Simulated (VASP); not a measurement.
# MgB (P-3m1) in VASP: a series of runs, part 2 of 2

VASP 6.6.1.

## 3. Single point, PBE

This run uses another cell than the first one, of 15.22 Å³/atom, 1.101 times its volume.

Input file INCAR:

```
SYSTEM = MgB
  ALGO = Normal
  EDIFF = 1E-6
  ENCUT = 600
  GGA = PE
  GGA_COMPAT = .FALSE.
  ISIF = 2
  ISMEAR = 0
  LASPH = .TRUE.
  LCHARG = .FALSE.
  LREAL = .FALSE.
  LWAVE = .FALSE.
  NBANDS = 13
  NELM = 120
  PREC = Accurate
  SIGMA = 0.1
```

Input file KPOINTS:

```
k-points
0
G
  6 6 2
  0 0 0
```

Input file POSCAR:

```
MgB
1.0
    2.9404939200      0.0000000000      0.0000000000
   -1.4702469600      2.5465424300      0.0000000000
    0.0000000000      0.0000000000      8.1291988400
Mg B
2 2
Direct
    0.3333333300      0.6666666700      0.6685959000
    0.6666666700      0.3333333300      0.3314041000
    0.6666666700      0.3333333300      0.9005270000
    0.3333333300      0.6666666700      0.0994730000
```

Potentials or basis: VASP PAW PBE potentials, release 64 (Mg, B).

Launch:

```
$ cat potpaw_PBE.64/Mg/POTCAR potpaw_PBE.64/B/POTCAR > POTCAR
$ mpirun -np 1 vasp_std > vasp.out
```

OUTCAR:

```text
SYSTEM = MgB
   EDIFF = 1E-6
   ENCUT = 600
   GGA = PE
   ISIF = 2
   ISMEAR = 0
   LASPH = .TRUE.
   LREAL = .FALSE.
   NELM = 120
   PREC = Accurate

 ion  position               nearest neighbor table
   1  0.333  0.667  0.669-   3 2.54   3 2.54   3 2.54   2 3.22   2 3.22   2 3.22
   2  0.667  0.333  0.331-   4 2.54   4 2.54   4 2.54   1 3.22   1 3.22   1 3.22
   3  0.667  0.333  0.901-   1 2.54   1 2.54   1 2.54
   4  0.333  0.667  0.099-   2 2.54   2 2.54   2 2.54

  LATTYP: Found a hexagonal cell.
 ALAT       =     2.9404939200
 C/A-ratio  =     2.7645691714

  Lattice vectors:

 A1 = (   2.9404939200,   0.0000000000,   0.0000000000)
 A2 = (  -1.4702469600,   2.5465424300,   0.0000000000)
 A3 = (   0.0000000000,   0.0000000000,   8.1291988400)

Analysis of symmetry for initial positions (statically):
=====================================================================
 Subroutine PRICEL returns:
 Original cell was already a primitive cell.

 Routine SETGRP: Setting up the symmetry group for a
 hexagonal supercell.

 Subroutine GETGRP returns: Found 12 space group operations
 (whereof 12 operations were pure point group operations)
 out of a pool of 24 trial point group operations.

The static configuration has the point symmetry D_3d.

Analysis of symmetry for dynamics (positions and initial velocities):
=====================================================================
 Subroutine PRICEL returns:
 Original cell was already a primitive cell.

 Routine SETGRP: Setting up the symmetry group for a
 hexagonal supercell.

 Subroutine GETGRP returns: Found 12 space group operations
 (whereof 12 operations were pure point group operations)
 out of a pool of 24 trial point group operations.

The dynamic configuration has the point symmetry D_3d.

 Subroutine INISYM returns: Found 12 space group operations
 (whereof 12 operations are pure point group operations),
 and found     1 'primitive' translations

----------------------------------------------------------------------------------------

                                     Primitive cell

  volume of cell :      60.8722

  direct lattice vectors                    reciprocal lattice vectors
     2.940493920  0.000000000  0.000000000     0.340078921  0.196344657  0.000000000
    -1.470246960  2.546542430  0.000000000     0.000000000  0.392689314  0.000000000
     0.000000000  0.000000000  8.129198840     0.000000000  0.000000000  0.123013352

  length of vectors
     2.940493920  2.940493916  8.129198840     0.392689314  0.392689314  0.123013352

  position of ions in fractional coordinates (direct lattice)
     0.333333330  0.666666670  0.668595900
     0.666666670  0.333333330  0.331404100
     0.666666670  0.333333330  0.900527000
     0.333333330  0.666666670  0.099473000

  ion indices of the primitive-cell ions
   primitive index   ion index
                 1           1
                 2           2
                 3           3
                 4           4

----------------------------------------------------------------------------------------

 KPOINTS: k-points

Automatic generation of k-mesh.
 Grid dimensions read from file:
 generate k-points for:    6    6    2

 Generating k-lattice:

  Cartesian coordinates                     Fractional coordinates (reciprocal lattice)
     0.056679820  0.032724110  0.000000000     0.166666667 -0.000000000  0.000000000
[... 35 lines left out ...]
   ions per type =               2   2
   NGX,Y,Z   is equivalent  to a cutoff of  13.57, 13.57, 14.32 a.u.
   NGXF,Y,Z  is equivalent  to a cutoff of  27.14, 27.14, 28.63 a.u.
 SYSTEM =  MgB
   PREC   = accura    normal or accurate (medium, high low for compatibility)
   ISTART =      0    job   : 0-new  1-cont  2-samecut
   ICHARG =      2    charge: 1-file 2-atom 10-const
   ISPIN  =      1    spin polarized calculation?
   LNONCOLLINEAR =      F non collinear calculations
   LSORBIT =      F    spin-orbit coupling
   LASPH  =      T    aspherical Exc in radial PAW
[... 17 lines left out ...]
   ISMEAR =     0;   SIGMA  =   0.10  broadening in eV -4-tet -1-fermi 0-gaus
   EFERMI_NEDOS =   21; number of points for ismear=-14 and -15
   IALGO  =     38    algorithm
   IMIX   =      4    mixing-type and parameters
     AMIX     =   0.40;   BMIX     =  1.00
     AMIX_MAG =   1.60;   BMIX_MAG =  1.00
  volume/ion in A,a.u.               =      15.22       102.70
  Fermi-wavevector in a.u.,A,eV,Ry     =   0.896606  1.694340 10.937766  0.803903
  Thomas-Fermi vector in A             =   2.019086
   LORBIT       =      0    0 simple, 1 ext, 2 COOP (PROOUT), +10 PAW based schemes
   GGA     = PE    functional components
   LHFCALC =     F    Hartree Fock is set to
   AEXX    =    0.0000 exact exchange contribution
   IVDW    =     0    specifies the selected vdW correction
   LEPSILON=     F    determine dielectric tensor
   LRPA    =     F    only Hartree local field effects (RPA)
 non-spin polarized calculation
 Gauss-broadening in eV      SIGMA  =   0.10
  energy-cutoff  :      600.00
  volume of cell :       60.87
 maximum number of plane-waves:      2052
 NGX is ok and might be reduce to    24
   NGX = 11   NGY = 11   NGZ = 33

 number of electron      10.0000000 magnetization

 Free energy of the ion-electron system (eV)
  ---------------------------------------------------
  ext. energy  EPLUGINS =         0.00000000
  ---------------------------------------------------
  free energy    TOTEN  =       -11.78774627 eV

  energy without entropy =      -11.77630692  energy(sigma->0) =      -11.78202660

 E-fermi :   3.3063     XC(G=0):  -9.5197

 val. band max:        3.2519082423   @ k =   0.1667   0.1667   0.5000
 cond. band min:       3.3943146468   @ k =   0.3333   0.1667   0.0000
 fundamental gap:      0.1424064045
 Fermi energy:         3.3063422373

 k-point     1 :       0.0000    0.0000    0.0000
  band No.  band energies     occupation
      1      -7.0165      2.00000
      2      -4.2171      2.00000
      3      -3.0700      2.00000
      4       1.4776      2.00000
      5       3.0351      1.99987
      6       7.6100      0.00000
      7       7.6100      0.00000
      8       9.3993      0.00000
      9       9.3993      0.00000
     10      10.9102      0.00000
     11      11.2719      0.00000
     12      16.1811      0.00000
     13      16.6915      0.00000
[... 194 lines left out ...]
  band No.  band energies     occupation
      1      -1.2178      2.00000
      2      -1.2178      2.00000
      3       0.7285      2.00000
      4       1.4589      2.00000
      5       1.4589      2.00000
      6       2.8299      2.00000
      7       5.4628      0.00000
      8       5.4628      0.00000
      9       5.8085      0.00000
     10       6.4356      0.00000
     11       6.4356      0.00000
     12       6.7677      0.00000
     13      12.1670      0.00000

------------------------ aborting loop because EDIFF is reached ----------------------------------------

  FORCE on cell =-STRESS in cart. coord.  units (eV):
  Direction    XX          YY          ZZ          XY          YZ          ZX
  --------------------------------------------------------------------------------------
  -------------------------------------------------------------------------------------
  Total       -0.6322787     -0.6322787     -8.6071048     -0.0000000      0.0000000      0.0000000
  in kB      -16.6417967    -16.6417966   -226.5419981     -0.0000000      0.0000000      0.0000000
  external PRESSURE =     -86.6085305 kB  Pullay stress =       0.0000000 kB

 VOLUME and BASIS-vectors are now :
 -----------------------------------------------------------------------------
  energy-cutoff  :      600.00
  volume of cell :       60.87
      direct lattice vectors                 reciprocal lattice vectors
     2.940493920  0.000000000  0.000000000     0.340078921  0.196344657  0.000000000
    -1.470246960  2.546542430  0.000000000     0.000000000  0.392689314  0.000000000
     0.000000000  0.000000000  8.129198840     0.000000000  0.000000000  0.123013352

 POSITION                                       TOTAL-FORCE (eV/Angst)
 -----------------------------------------------------------------------------------
     -0.00000      1.69769      5.43515        -0.000000     -0.000000      0.481823
      1.47025      0.84885      2.69405        -0.000000      0.000000     -0.481823
      1.47025      0.84885      7.32056        -0.000000     -0.000000      2.552382
     -0.00000      1.69769      0.80864         0.000000      0.000000     -2.552382
 -----------------------------------------------------------------------------------
    total drift:                                0.000000      0.000000      0.000000

  FREE ENERGIE OF THE ION-ELECTRON SYSTEM (eV)
  ---------------------------------------------------
  free  energy   TOTEN  =       -11.7877462679 eV

  energy  without entropy=      -11.7763069232  energy(sigma->0) =      -11.78202660
```

OSZICAR:

```text
N       E                     dE             d eps       ncg     rms          rms(c)
DAV:   1     0.117227705832E+02    0.11723E+02   -0.43651E+03   364   0.706E+02
DAV:   2    -0.110482455849E+02   -0.22771E+02   -0.21346E+02   499   0.941E+01
DAV:   3    -0.123269179753E+02   -0.12787E+01   -0.12598E+01   454   0.180E+01
DAV:   4    -0.123353466409E+02   -0.84287E-02   -0.84269E-02   439   0.167E+00
DAV:   5    -0.123354043472E+02   -0.57706E-04   -0.57706E-04   469   0.151E-01    0.308E+00
DAV:   6    -0.118646552630E+02    0.47075E+00   -0.42396E+00   414   0.524E+00    0.167E+00
DAV:   7    -0.118060455245E+02    0.58610E-01   -0.25539E-01   409   0.205E+00    0.101E+00
DAV:   8    -0.117884330990E+02    0.17612E-01   -0.34133E-02   434   0.102E+00    0.185E-01
DAV:   9    -0.117878366307E+02    0.59647E-03   -0.25098E-03   454   0.275E-01    0.653E-02
DAV:  10    -0.117877481966E+02    0.88434E-04   -0.30443E-04   454   0.871E-02    0.154E-02
DAV:  11    -0.117877466601E+02    0.15365E-05   -0.27335E-05   404   0.299E-02    0.642E-03
DAV:  12    -0.117877462679E+02    0.39218E-06   -0.38824E-06   436   0.808E-03
   1 F= -.11787746E+02 E0= -.11782027E+02  d E =-.114393E-01
```

stdout:

```text
POSCAR found type information on POSCAR MgB
 POSCAR found :  2 types and       4 ions
 scaLAPACK will be used
 LDA part: xc-table for (Slater+PW92), standard interpolation
 POSCAR, INCAR and KPOINTS ok, starting setup
 FFT: planning ... GRIDC
 FFT: planning ... GRID_SOFT
 FFT: planning ... GRID
 WAVECAR not read
 entering main loop
```

Run time: 16 s. Hardware: 1 thread of AMD EPYC 9R45 (Zen 5), shared host; peak memory 0.16 GiB.

Results:

| Quantity | Value |
| --- | --- |
| Free energy | -11.7877 eV |
| Pressure | -8.7 GPa |
| Largest force | 2.552 eV/Å |
| Band gap on the k mesh | zero (band 5 reaches 5.59 eV, above the bottom of band 6 at 2.74 eV) |

Forces in eV/Å, atoms in the order of the input:
```
Mg   0.000  0.000  0.482
Mg   0.000  0.000 -0.482
B    0.000  0.000  2.552
B    0.000  0.000 -2.552
```

Stress tensor (GPa, compression positive):
```
 -1.66   0.00   0.00
  0.00  -1.66   0.00
  0.00   0.00 -22.65
```

Levels at points of the mesh, in eV from the Fermi level:
```
           k point  band 1  band 2  band 3  band 4  band 5  band 6  band 7  band 8  band 9  band 10
(0.00, 0.00, 0.00)  -10.32   -7.52   -6.38   -1.83   -0.27    4.30    4.30    6.09    6.09     7.60
(0.50, 0.00, 0.00)   -5.99   -5.03   -3.07   -2.50   -0.73   -0.57    1.93    2.43    4.13     4.30
(0.00, 0.00, 0.50)  -10.27   -8.04   -4.53   -4.44    2.28    4.30    4.30    4.55    6.09     6.09
(0.50, 0.00, 0.50)   -5.97   -5.01   -3.27   -2.74    0.26    0.53    0.98    1.61    1.93     5.09
```

Caveat: the k points lie up to 0.41 Å⁻¹ apart; forces of over 1 eV/Å act on the atoms, so gaps and moduli don't describe the material at rest.

## 4. Single point, PBE

This run uses another cell than the first one, of 13.72 Å³/atom, 0.993 times its volume.

Input file INCAR:

```
ALGO     = Normal         # electronic algorithm
EDIFF    = 1E-6           # SCF threshold, eV
ENCUT    = 600            # plane-wave cutoff, eV
GGA      = PE             # functional
GGA_COMPAT= False        
ISIF     = 2              # what is computed and relaxed
ISMEAR   = 0              # smearing method
LASPH    = True           # aspherical terms in the spheres
LCHARG   = True           # write CHGCAR
LELF     = True           # ELF
LREAL    = False          # projectors in reciprocal space
LVHAR    = True         
LWAVE    = False          # write WAVECAR
NBANDS   = 13             # bands
NELM     = 120            # most SCF steps
PREC     = Accurate       # precision mode
SIGMA    = 0.1            # smearing width, eV
```

Input file KPOINTS:

```
k-points
0
Gamma
  6 6 4
```

Input file POSCAR:

```
MgB
1.0
    3.0604651711      0.0000000000      0.0000000000
   -1.5302325856      2.6504405856      0.0000000000
    0.0000000000      0.0000000000      6.7666172085
Mg B
2 2
Direct
    0.3333333333      0.6666666667      0.6927265838
    0.6666666667      0.3333333333      0.3072734162
    0.6666666667      0.3333333333      0.9757478553
    0.3333333333      0.6666666667      0.0242521447
```

Launch:

```
$ cat potpaw_PBE.64/Mg/POTCAR potpaw_PBE.64/B/POTCAR > POTCAR
$ mpirun -np 1 vasp_std > vasp.out
```

It took 16 s on 1 thread of AMD EPYC 9R45 (Zen 5), shared host; peak memory 0.15 GiB.

Results (log left out):

```
Free energy            : -15.4779 eV
Pressure               : -0.1 GPa
Largest force          : 0.026 eV/Å
Band gap on the k mesh : zero (band 5 reaches 4.85 eV, above the bottom of band 6 at 3.15 eV)
```

Forces in eV/Å, atoms in the order of the input:
```
Mg   0.000  0.000 -0.005
Mg   0.000  0.000  0.005
B    0.000  0.000 -0.026
B    0.000  0.000  0.026
```

Stress tensor (GPa, compression positive):
```
-0.07  0.00  0.00
 0.00 -0.07  0.00
 0.00  0.00 -0.18
```

Levels at points of the mesh, in eV from the Fermi level:
| k point | band 2 | band 3 | band 4 | band 5 | band 6 | band 7 | band 8 | band 9 |
| --- | --- | --- | --- | --- | --- | --- | --- | --- |
| (0.00, 0.00, 0.00) | -6.21 | -5.78 | 1.02 | 1.02 | 1.59 | 3.16 | 7.50 | 7.50 |
| (0.50, 0.00, 0.00) | -6.78 | -2.25 | -1.37 | -1.22 | -0.68 | 0.06 | 5.04 | 5.07 |
| (0.00, 0.00, 0.50) | -7.32 | -3.38 | -1.68 | 1.02 | 1.02 | 7.03 | 7.52 | 7.52 |
| (0.50, 0.00, 0.50) | -6.75 | -2.76 | -1.95 | -1.37 | 0.85 | 1.69 | 3.02 | 3.92 |

Caveat: the k points lie up to 0.40 Å⁻¹ apart.

## 5. Relaxation of cell and atoms, PBE

This run uses another cell than the first one, of 15.22 Å³/atom, 1.101 times its volume.

Input file INCAR:

```
ALGO     = Normal         # electronic algorithm
EDIFF    = 1E-7           # SCF threshold, eV
EDIFFG   = -0.04          # ionic threshold
ENCUT    = 600            # plane-wave cutoff, eV
GGA      = PE             # functional
GGA_COMPAT= F            
IBRION   = 2              # ionic algorithm
ISIF     = 3              # what is computed and relaxed
ISMEAR   = 0              # smearing method
LASPH    = T              # aspherical terms in the spheres
LCHARG   = F              # write CHGCAR
LREAL    = F              # projectors in reciprocal space
LWAVE    = F              # write WAVECAR
NELM     = 120            # most SCF steps
NELMIN   = 4            
NSW      = 90             # ionic steps
PREC     = Accurate       # precision mode
SIGMA    = 0.1            # smearing width, eV
```

Input file KPOINTS:

```
k-points
0
Gamma
  6 6 2
```

Input file POSCAR:

```
MgB
1.0
    2.9404939200      0.0000000000      0.0000000000
   -1.4702469600      2.5465424300      0.0000000000
    0.0000000000      0.0000000000      8.1291988400
Mg B
2 2
Direct
    0.3333333300      0.6666666700      0.6685959000
    0.6666666700      0.3333333300      0.3314041000
    0.6666666700      0.3333333300      0.9005270000
    0.3333333300      0.6666666700      0.0994730000
```

Launch:

```
$ cat potpaw_PBE.64/Mg/POTCAR potpaw_PBE.64/B/POTCAR > POTCAR
$ mpirun -np 1 vasp_std > vasp.out
```

Run time: 2.5 min. Hardware: 1 thread of AMD EPYC 9R45 (Zen 5), shared host; peak memory 0.17 GiB.

It converged, with:

```yaml
Free_energy: -15.5316 eV
Relaxed_volume: 13.80 Å³/atom
Relaxed_cell: a = 3.047 Å, b = 3.047 Å, c = 6.866 Å, α = 90.00°, β = 90.00°, γ = 120.00°
Space_group_after_relaxing_to_0.05_Å: P-3m1 (No. 164)
Energy_gained_by_relaxing: 936.0 meV/atom
Ionic_steps: 22
Pressure_after_relaxing: 0.0 GPa
Largest_force_after_relaxing: 0.007 eV/Å
Band_gap_on_the_k_mesh: zero (band 5 reaches 4.87 eV, above the bottom of band 6 at 3.14 eV)
```

Forces in eV/Å, atoms in the order of the input:
```
Mg   0.000  0.000  0.007
Mg   0.000  0.000 -0.007
B    0.000  0.000  0.004
B    0.000  0.000 -0.004
```

Stress tensor (GPa, compression positive):
```
-0.02  0.00  0.00
 0.00 -0.02  0.00
 0.00  0.00  0.06
```

Step by step:
```
step  energy change (eV)  largest force (eV/Å)  pressure (GPa)  volume (Å³)
   1              0.0000                2.5523           -8.66        60.87
   2             -1.4452                2.7411           -2.85        53.72
   3             -2.0205                3.0130            3.43        49.83
   4             -2.2192                2.0756           29.33        42.23
   5             -2.3199                3.0024           16.98        45.03
   6             -3.1009                1.2702           16.14        46.23
   7             -3.1437                0.2034           16.76        46.65
   8             -3.5530                0.1883            4.69        51.45
   9             -3.5782                0.3030           -6.24        58.99
  10             -3.6367                0.2263           -2.40        55.73
  11             -3.6375                0.2169           -1.89        55.36
  12             -3.6868                0.2048           -0.91        54.89
  13             -3.7160                0.3340            2.37        53.71
  14             -3.7252                0.2952            0.99        54.19
  15             -3.7260                0.3063            1.27        54.08
  16             -3.7362                0.2196            0.62        54.65
  17             -3.7412                0.1203           -0.14        55.34
  18             -3.7413                0.1108           -0.22        55.42
  19             -3.7429                0.1121           -0.03        55.32
  20             -3.7429                0.1021           -0.05        55.33
  21             -3.7437                0.0402           -0.02        55.26
  22             -3.7439                0.0070            0.00        55.22
```

Final structure:
```cif
data_structure
_symmetry_space_group_name_H-M 'P 1'
_symmetry_Int_Tables_number 1
_cell_length_a 3.0473
_cell_length_b 3.0473
_cell_length_c 6.8661
_cell_angle_alpha 90.000
_cell_angle_beta 90.000
_cell_angle_gamma 120.000
_cell_volume 55.22
loop_
_atom_site_label
_atom_site_type_symbol
_atom_site_fract_x
_atom_site_fract_y
_atom_site_fract_z
_atom_site_occupancy
Mg1 Mg 0.33333 0.66667 0.69408 1
Mg2 Mg 0.66667 0.33333 0.30592 1
B1 B 0.66667 0.33333 0.97711 1
B2 B 0.33333 0.66667 0.02289 1
```

Levels at points of the mesh, in eV from the Fermi level:
```csv
k point,band 2,band 3,band 4,band 5,band 6,band 7,band 8,band 9
"(0.00, 0.00, 0.00)",-6.04,-5.57,1.30,1.30,1.53,3.18,7.87,7.87
"(0.50, 0.00, 0.00)",-6.54,-2.01,-1.11,-0.95,-0.43,0.29,5.21,5.30
"(0.00, 0.00, 0.50)",-7.08,-3.24,-1.64,1.30,1.30,7.00,7.88,8.32
"(0.50, 0.00, 0.50)",-6.52,-2.48,-1.67,-1.11,1.06,1.92,3.08,4.01
```

Caveat: the k points lie up to 0.46 Å⁻¹ apart in the final cell.

## 6. Overview

```tsv
task	cell	k mesh	gap on the mesh (eV)	pressure (GPa)	largest force (eV/Å)
single point	a = 3.048, b = 3.048, c = 6.873 Å, angles 90.0, 90.0, 120.0°, 4 atoms	6 × 6 × 2	none	-0.1	0.01
single point	a = 2.940, b = 2.940, c = 8.129 Å, angles 90.0, 90.0, 120.0°, 4 atoms	6 × 6 × 2	none	-8.7	2.55
single point	a = 3.060, b = 3.060, c = 6.767 Å, angles 90.0, 90.0, 120.0°, 4 atoms	6 × 6 × 4	none	-0.1	0.03
relaxation of cell and atoms	relaxed from a = 2.940, b = 2.940, c = 8.129 Å, angles 90.0, 90.0, 120.0°, 4 atoms	6 × 6 × 2	none	0.0	0.01
```

Alike in all rows: level PBE; potentials or basis VASP PAW PBE potentials, release 64 (Mg, B); no spin polarisation; cutoff (eV) 600; smearing gaussian 0.1 eV.

Caveats: all runs use coarse meshes; forces of over 1 eV/Å act on the atoms, so gaps and moduli don't describe the material at rest (some runs).

Absolute energies hang on the potentials; compare differences alone.
